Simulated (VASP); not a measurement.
# Mg2Br3 (P-3m1) in VASP: further runs

Runs on Mg2Br3. Level: PBE. Tasks: relaxation of cell and atoms.

Everything below comes from runs of VASP 6.6.1. Logs are shortened: lines on timing, memory, paths and dates and some standing lists are left out, and cuts for length are marked.

### 1 The cell of the first run

It takes space group P-3m1 (No. 164, trigonal). The conventional cell has a = 4.508 Å, b = 4.508 Å, c = 7.014 Å, α = 90.00°, β = 90.00°, γ = 120.00°. Mg (site symmetry 3m) has 7 Br at 2.71 to 3.12 Å within 3.6 Å. Br (site symmetry -3m) has 6 Mg at 3.12 Å and 6 Br at 3.60 Å within 4.1 Å. Within 3.7 Å of Br (site symmetry 3m) lie 4 Mg at 2.71 to 2.81 Å and 6 Br at 3.30 to 3.60 Å.

### 2 Relaxation of cell and atoms, PBE

File INCAR:

```
SYSTEM = Mg2Br3
PREC = Accurate ; ENCUT = 600
EDIFF = 1E-6 ; ISMEAR = 0
SIGMA = 0.1 ; LREAL = .FALSE.
LASPH = .TRUE. ; NELM = 80
ALGO = Normal ; ISIF = 3
LWAVE = .FALSE. ; LCHARG = .FALSE.
GGA = PE ; IBRION = 2
NSW = 90 ; EDIFFG = -0.04
```

File KPOINTS:

```
Automatic mesh
0
G
  6 6 4
  0 0 0
```

File POSCAR:

```
Mg2Br3
1.0
    4.5082638255      0.0000000000      0.0000000000
   -2.2541319127      3.9042709998      0.0000000000
    0.0000000000      0.0000000000      7.0141262057
Mg Br
2 3
Direct
    0.3333333333      0.6666666667      0.2450000000
    0.6666666667      0.3333333333      0.7550000000
    0.0000000000      0.0000000000      0.0000000000
    0.3333333333      0.6666666667      0.6450000000
    0.6666666667      0.3333333333      0.3550000000
```

Potentials or basis: VASP PAW PBE potentials, release 64 (Mg, Br).

Run with:

```
> cat potpaw_PBE.64/Mg/POTCAR potpaw_PBE.64/Br/POTCAR > POTCAR
> mpirun -np 1 vasp_std > vasp.out
```

OUTCAR:

```text
SYSTEM = Mg2Br3
   PREC = Accurate
   ENCUT = 600
   EDIFF = 1E-6
   ISMEAR = 0
   LREAL = .FALSE.
   LASPH = .TRUE.
   NELM = 80
   ISIF = 3
   GGA = PE
   IBRION = 2
   NSW = 90
   EDIFFG = -0.04

 ion  position               nearest neighbor table
   1  0.333  0.667  0.245-   5 2.71   5 2.71   5 2.71   4 2.81   3 3.12   3 3.12   3 3.12
   2  0.667  0.333  0.755-   4 2.71   4 2.71   4 2.71   5 2.81   3 3.12   3 3.12   3 3.12
   3  0.000  0.000  0.000-   1 3.12   2 3.12   1 3.12   2 3.12   2 3.12   1 3.12
   4  0.333  0.667  0.645-   2 2.71   2 2.71   2 2.71   1 2.81
   5  0.667  0.333  0.355-   1 2.71   1 2.71   1 2.71   2 2.81

  LATTYP: Found a hexagonal cell.
 ALAT       =     4.5082638255
 C/A-ratio  =     1.5558375635

  Lattice vectors:

 A1 = (   4.5082638255,   0.0000000000,   0.0000000000)
 A2 = (  -2.2541319127,   3.9042709998,   0.0000000000)
 A3 = (   0.0000000000,   0.0000000000,   7.0141262057)

Analysis of symmetry for initial positions (statically):
=====================================================================
 Subroutine PRICEL returns:
 Original cell was already a primitive cell.

 Routine SETGRP: Setting up the symmetry group for a
 hexagonal supercell.

 Subroutine GETGRP returns: Found 12 space group operations
 (whereof 12 operations were pure point group operations)
 out of a pool of 24 trial point group operations.

The static configuration has the point symmetry D_3d.

Analysis of symmetry for dynamics (positions and initial velocities):
=====================================================================
 Subroutine PRICEL returns:
 Original cell was already a primitive cell.

 Routine SETGRP: Setting up the symmetry group for a
 hexagonal supercell.

 Subroutine GETGRP returns: Found 12 space group operations
 (whereof 12 operations were pure point group operations)
 out of a pool of 24 trial point group operations.

The dynamic configuration has the point symmetry D_3d.

 Subroutine INISYM returns: Found 12 space group operations
 (whereof 12 operations are pure point group operations),
 and found     1 'primitive' translations

----------------------------------------------------------------------------------------

                                     Primitive cell

  volume of cell :     123.4590

  direct lattice vectors                    reciprocal lattice vectors
     4.508263826  0.000000000  0.000000000     0.221814880  0.128064881  0.000000000
    -2.254131913  3.904271000  0.000000000     0.000000000  0.256129761  0.000000000
     0.000000000  0.000000000  7.014126206     0.000000000  0.000000000  0.142569434

  length of vectors
     4.508263826  4.508263825  7.014126206     0.256129761  0.256129761  0.142569434

  position of ions in fractional coordinates (direct lattice)
     0.333333333  0.666666667  0.245000000
     0.666666667  0.333333333  0.755000000
     0.000000000  0.000000000  0.000000000
     0.333333333  0.666666667  0.645000000
     0.666666667  0.333333333  0.355000000

  ion indices of the primitive-cell ions
   primitive index   ion index
                 1           1
                 2           2
                 3           3
                 4           4
                 5           5

----------------------------------------------------------------------------------------

 KPOINTS: Automatic mesh

Automatic generation of k-mesh.
 Grid dimensions read from file:
 generate k-points for:    6    6    4

 Generating k-lattice:

  Cartesian coordinates                     Fractional coordinates (reciprocal lattice)
     0.036969147  0.021344147  0.000000000     0.166666667  0.000000000  0.000000000
     0.000000000  0.042688294  0.000000000     0.000000000  0.166666667  0.000000000
     0.000000000  0.000000000  0.035642358     0.000000000  0.000000000  0.250000000

  Length of vectors
     0.042688294  0.042688294  0.035642358

  Shift w.r.t. Gamma in fractional coordinates (k-lattice)
     0.000000000  0.000000000  0.000000000

 Subroutine IBZKPT returns following result:
 ===========================================

 Found     24 irreducible k-points:

 Following reciprocal coordinates:
            Coordinates               Weight
  0.000000  0.000000  0.000000      1.000000
  0.166667 -0.000000  0.000000      6.000000
  0.333333  0.000000  0.000000      6.000000
  0.500000 -0.000000  0.000000      3.000000
  0.166667  0.166667  0.000000      6.000000
  0.333333  0.166667  0.000000     12.000000
[... 16 lines left out ...]
  0.333333  0.166667  0.500000     12.000000
  0.333333  0.333333  0.500000      2.000000
   k-points           NKPTS =     24   k-points in BZ     NKDIM =     24   number of bands    NBANDS=     16
   number of dos      NEDOS =    301   number of ions     NIONS =      5
   total plane-waves  NPLWV =  72576
   dimension x,y,z NGX =    36 NGY =   36 NGZ =   56
   dimension x,y,z NGXF=    72 NGYF=   72 NGZF=  112
   ions per type =               2   3
   NGX,Y,Z   is equivalent  to a cutoff of  13.28, 13.28, 13.27 a.u.
   NGXF,Y,Z  is equivalent  to a cutoff of  26.55, 26.55, 26.55 a.u.
 SYSTEM =  Mg2Br3
   PREC   = accura    normal or accurate (medium, high low for compatibility)
   ISTART =      0    job   : 0-new  1-cont  2-samecut
   ICHARG =      2    charge: 1-file 2-atom 10-const
   ISPIN  =      1    spin polarized calculation?
   LNONCOLLINEAR =      F non collinear calculations
   LSORBIT =      F    spin-orbit coupling
   LASPH  =      T    aspherical Exc in radial PAW
   ENCUT  =  600.0 eV  44.10 Ry    6.64 a.u.   9.00  9.00 14.01*2*pi/ulx,y,z
   NELM   =     80;   NELMIN=  2; NELMDL= -5     # of ELM steps
   EDIFF  = 0.1E-05   stopping-criterion for ELM
   LREAL  =      F    real-space projection
   EDIFFG = -.4E-01   stopping-criterion for IOM
   NSW    =     90    number of steps for IOM
   IBRION =      2    ionic relax: 0-MD 1-quasi-New 2-CG
   NFREE  =      1    steps in history (QN), initial steepest desc. (CG)
   ISIF   =      3    stress and relaxation
   ISYM   =      2    0-nonsym 1-usesym 2-fastsym
   POTIM  = 0.5000    time-step for ionic-motion
   TEBEG  =    0.0;   TEEND  =   0.0 temperature during run
   PSTRESS=    0.0 pullay stress
   NELECT =      25.0000    total number of electrons
   NUPDOWN=      -1.0000    fix difference up-down
   EMIN   =  10.00;   EMAX   =-10.00  energy-range for DOS
   EFERMI =   0.00;   METHOD = LEGACY
   ISMEAR =     0;   SIGMA  =   0.10  broadening in eV -4-tet -1-fermi 0-gaus
   EFERMI_NEDOS =   21; number of points for ismear=-14 and -15
   IALGO  =     38    algorithm
   IMIX   =      4    mixing-type and parameters
     AMIX     =   0.40;   BMIX     =  1.00
     AMIX_MAG =   1.60;   BMIX_MAG =  1.00
  volume/ion in A,a.u.               =      24.69       166.63
  Fermi-wavevector in a.u.,A,eV,Ry     =   0.961348  1.816684 12.574364  0.924190
  Thomas-Fermi vector in A             =   2.090712
   LORBIT       =      0    0 simple, 1 ext, 2 COOP (PROOUT), +10 PAW based schemes
   GGA     = PE    functional components
   LHFCALC =     F    Hartree Fock is set to
   AEXX    =    0.0000 exact exchange contribution
   IVDW    =     0    specifies the selected vdW correction
   LEPSILON=     F    determine dielectric tensor
   LRPA    =     F    only Hartree local field effects (RPA)
 conjugate gradient relaxation of ions
 non-spin polarized calculation
 Gauss-broadening in eV      SIGMA  =   0.10
  energy-cutoff  :      600.00
  volume of cell :      123.46
 maximum number of plane-waves:      4164
   NGX = 17   NGY = 17   NGZ = 29

--------------------------------------- Ionic step        1  -------------------------------------------

 number of electron      25.0000004 magnetization

 Free energy of the ion-electron system (eV)
  ---------------------------------------------------
  ext. energy  EPLUGINS =         0.00000000
  ---------------------------------------------------
  free energy    TOTEN  =       -12.33317706 eV

  energy without entropy =      -12.32328260  energy(sigma->0) =      -12.32822983

------------------------ aborting loop because EDIFF is reached ----------------------------------------

  FORCE on cell =-STRESS in cart. coord.  units (eV):
  Direction    XX          YY          ZZ          XY          YZ          ZX
  --------------------------------------------------------------------------------------
  -------------------------------------------------------------------------------------
  Total        2.2824529      2.2824529      3.2699850      0.0000000      0.0000000      0.0000000
  in kB       29.6203062     29.6203062     42.4359070      0.0000000      0.0000000      0.0000000
  external PRESSURE =      33.8921731 kB  Pullay stress =       0.0000000 kB
[... 98 lines left out ...]
  FREE ENERGIE OF THE ION-ELECTRON SYSTEM (eV)
  ---------------------------------------------------
  free  energy   TOTEN  =       -12.4848924317 eV

  energy  without entropy=      -12.4701476589  energy(sigma->0) =      -12.47752005

[... ionic steps 4 to 21 ...]

--------------------------------------- Ionic step       22  -------------------------------------------

 number of electron      25.0000000 magnetization

------------------------ aborting loop because EDIFF is reached ----------------------------------------

  FORCE on cell =-STRESS in cart. coord.  units (eV):
  Direction    XX          YY          ZZ          XY          YZ          ZX
  --------------------------------------------------------------------------------------
  -------------------------------------------------------------------------------------
  Total        0.0015785      0.0015785     -0.0674046      0.0000000     -0.0000000     -0.0000000
  in kB        0.0172659      0.0172659     -0.7372865      0.0000000     -0.0000000     -0.0000000
  external PRESSURE =      -0.2342516 kB  Pullay stress =       0.0000000 kB
[... 63 lines left out ...]
  energy  without entropy=      -13.1343131267  energy(sigma->0) =      -13.14017633

--------------------------------------- Ionic step       24  -------------------------------------------

 number of electron      25.0000002 magnetization

 Free energy of the ion-electron system (eV)
  ---------------------------------------------------
  ext. energy  EPLUGINS =         0.00000000
  ---------------------------------------------------
  free energy    TOTEN  =       -13.14678660 eV

  energy without entropy =      -13.13532871  energy(sigma->0) =      -13.14105766

 E-fermi :   3.8192     XC(G=0):  -7.9615

 val. band max:        3.6903442496   @ k =   0.3333   0.0000   0.5000
 cond. band min:       3.8405483389   @ k =   0.3333   0.1667   0.0000
 fundamental gap:      0.1502040892
 Fermi energy:         3.8191809519

 k-point     1 :       0.0000    0.0000    0.0000
  band No.  band energies     occupation
      1     -14.1450      2.00000
      2     -13.6325      2.00000
      3     -13.5997      2.00000
      4      -3.5635      2.00000
      5      -2.3997      2.00000
      6      -1.4126      2.00000
[... 8 lines left out ...]
     15       4.4922      0.00000
     16       7.0803      0.00000
[... 467 lines left out ...]
  FREE ENERGIE OF THE ION-ELECTRON SYSTEM (eV)
  ---------------------------------------------------
  free  energy   TOTEN  =       -13.1467866035 eV

  energy  without entropy=      -13.1353287125  energy(sigma->0) =      -13.14105766

 reached required accuracy - stopping structural energy minimisation
```

Run time: 9.8 min. Hardware: 1 thread of AMD EPYC 9R45 (Zen 5), shared host; peak memory 0.26 GiB.

What came out:

```
Free energy                           : -13.1468 eV
Relaxed volume                        : 29.24 Å³/atom
Relaxed cell                          : a = 4.119 Å, b = 4.119 Å, c = 9.950 Å, α = 90.00°, β = 90.00°, γ = 120.00°
Space group after relaxing (to 0.1 Å) : P-3m1 (No. 164)
Energy gained by relaxing             : 162.7 meV/atom
Ionic steps                           : 24
Pressure after relaxing               : 0.0 GPa
Largest force after relaxing          : 0.035 eV/Å
Band gap on the k mesh                : zero (an odd number of electrons rules out a gap without spin polarisation)
```

Forces on the atoms (eV/Å):
```
Mg   0.000  0.000 -0.035
Mg   0.000  0.000  0.035
Br   0.000  0.000  0.000
Br   0.000  0.000  0.015
Br   0.000  0.000 -0.015
```

Step by step:
```
step  energy change (eV)  largest force (eV/Å)  pressure (GPa)  volume (Å³)
   1              0.0000                0.4964            3.39       123.46
   2             -0.1420                0.2875            0.44       133.03
   3             -0.1517                0.2268           -0.43       136.89
   4             -0.1760                0.2414           -0.36       136.52
   5             -0.2518                0.3112            0.02       135.32
   6             -0.4039                0.4665            1.28       132.38
   7             -0.4316                0.8106            5.39       124.63
   8             -0.4907                0.6295            3.83       127.36
   9             -0.4973                0.6275            3.83       127.47
  10             -0.5161                0.6200            3.82       127.79
  11             -0.5499                0.6098            3.82       128.40
  12             -0.6013                0.6026            3.83       129.48
  13             -0.6333                0.4829            3.97       131.11
  14             -0.6875                0.3713            3.23       133.32
  15             -0.7872                0.0620            1.24       140.08
  16             -0.7413                0.4445           -1.68       154.30
  17             -0.8048                0.1419            0.00       145.19
  18             -0.8050                0.1266            0.10       144.75
  19             -0.8062                0.1176            0.09       144.89
  20             -0.8092                0.0917            0.06       145.32
  21             -0.8123                0.0422            0.00       146.18
  22             -0.8125                0.0451           -0.02       146.47
  23             -0.8129                0.0429           -0.01       146.41
  24             -0.8136                0.0353            0.05       146.21
```

Final structure:
```
CELL_PARAMETERS angstrom
4.11914 0.00000 0.00000
-2.05957 3.56728 0.00000
0.00000 0.00000 9.95026
ATOMIC_POSITIONS crystal
Mg 0.33333 0.66667 0.18169
Mg 0.66667 0.33333 0.81831
Br 0.00000 0.00000 0.00000
Br 0.33333 0.66667 0.68227
Br 0.66667 0.33333 0.31773
```

Levels at points of the mesh, in eV from the Fermi level:
| k point | band 9 | band 10 | band 11 | band 12 | band 13 | band 14 | band 15 | band 16 |
| --- | --- | --- | --- | --- | --- | --- | --- | --- |
| (0.00, 0.00, 0.00) | -4.92 | -4.80 | -4.80 | -4.57 | -1.44 | 0.60 | 0.67 | 3.26 |
| (0.50, 0.00, 0.00) | -5.35 | -5.28 | -5.12 | -5.07 | -0.63 | 1.39 | 1.42 | 2.18 |
| (0.00, 0.00, 0.50) | -4.87 | -4.87 | -4.85 | -4.85 | -0.97 | 0.14 | 0.78 | 3.22 |
| (0.50, 0.00, 0.50) | -5.55 | -5.38 | -5.05 | -4.83 | -0.49 | 1.06 | 1.15 | 2.51 |

Caveat: the volume moved by over 15 % at a fixed basis, so the end points are rough; this functional lacks dispersion, which binds layers or chains, so the pressure and a relaxed spacing across them are unreliable; an odd number of electrons without spin polarisation forces a metal; a magnetic or distorted state may lie lower.

### 3 Relaxation of cell and atoms, PBE

This run uses another cell than the first one, of 30.23 Å³/atom.

File INCAR:

```
  ALGO = Normal
  EDIFF = 1E-7
  EDIFFG = -0.01
  ENCUT = 600
  GGA = PE
  IBRION = 2
  ISIF = 3
  ISMEAR = 0
  LASPH = T
  LCHARG = F
  LREAL = F
  LWAVE = F
  NELM = 100
  NSW = 100
  PREC = Accurate
  SIGMA = 0.1
```

File KPOINTS:

```
k-points
0
Gamma
  12 12 4
```

File POSCAR:

```
Mg2Br3
1.0
    4.1367059640      0.0000000000      0.0000000000
   -2.0683529820      3.5824924529      0.0000000000
    0.0000000000      0.0000000000     10.1999848014
Mg Br
2 3
Direct
    0.3333333333      0.6666666667      0.1746829468
    0.6666666667      0.3333333333      0.8253170532
    0.0000000000      0.0000000000      0.0000000000
    0.3333333333      0.6666666667      0.6927577882
    0.6666666667      0.3333333333      0.3072422118
```

Potentials or basis: VASP PAW PBE potentials, release 64 (Mg, Br).

Run with:

```
> cat potpaw_PBE.64/Mg/POTCAR potpaw_PBE.64/Br/POTCAR > POTCAR
> mpirun -np 1 vasp_std > vasp.out
```

It took 8 min on 1 thread of AMD EPYC 9R45 (Zen 5), shared host; peak memory 0.44 GiB.

It converged, with:

```
Free energy                           : -13.1568 eV
Relaxed volume                        : 30.17 Å³/atom
Relaxed cell                          : a = 4.111 Å, b = 4.111 Å, c = 10.304 Å, α = 90.00°, β = 90.00°, γ = 120.00°
Space group after relaxing (to 0.1 Å) : P-3m1 (No. 164)
Energy gained by relaxing             : 0.4 meV/atom
Ionic steps                           : 5
Pressure after relaxing               : 0.0 GPa
Largest force after relaxing          : 0.008 eV/Å
Band gap on the k mesh                : zero (an odd number of electrons rules out a gap without spin polarisation)
```

Forces on the atoms (eV/Å):
```
Mg   0.000  0.000  0.007
Mg   0.000  0.000 -0.007
Br   0.000  0.000  0.000
Br   0.000  0.000  0.008
Br   0.000  0.000 -0.008
```

The path:
| step | energy change (eV) | largest force (eV/Å) | pressure (GPa) | volume (Å³) |
| --- | --- | --- | --- | --- |
| 1 | 0.0000 | 0.0217 | -0.12 | 151.16 |
| 2 | -0.0007 | 0.0111 | -0.01 | 150.66 |
| 3 | -0.0009 | 0.0178 | 0.07 | 150.26 |
| 4 | -0.0012 | 0.0110 | 0.06 | 150.40 |
| 5 | -0.0019 | 0.0079 | 0.00 | 150.83 |

Final structure:
```yaml
crystal:
  lattice:
    - [4.11120, 0.00000, 0.00000]
    - [-2.05560, 3.56040, 0.00000]
    - [0.00000, 0.00000, 10.30405]
  atoms:
    - { symbol: Mg, position: [0.33333, 0.66667, 0.17508] }
    - { symbol: Mg, position: [0.66667, 0.33333, 0.82492] }
    - { symbol: Br, position: [0.00000, 0.00000, 0.00000] }
    - { symbol: Br, position: [0.33333, 0.66667, 0.69256] }
    - { symbol: Br, position: [0.66667, 0.33333, 0.30744] }
```

Levels at points of the mesh, in eV from the Fermi level:
```csv
k point,band 10,band 11,band 12,band 13,band 14,band 15,band 16
"(0.00, 0.00, 0.00)",-4.79,-4.79,-4.65,-1.40,0.57,0.67,3.27
"(0.50, 0.00, 0.00)",-5.28,-5.10,-5.03,-0.61,1.38,1.38,2.20
"(0.00, 0.00, 0.50)",-4.85,-4.81,-4.81,-1.03,0.17,0.78,3.24
"(0.50, 0.00, 0.50)",-5.33,-5.06,-4.88,-0.51,1.10,1.21,2.44
```

Caveat: this functional lacks dispersion, which binds layers or chains, so the pressure and a relaxed spacing across them are unreliable; an odd number of electrons without spin polarisation forces a metal; a magnetic or distorted state may lie lower.

The gap in the log of VASP goes by the Fermi energy; the results here count the filled bands.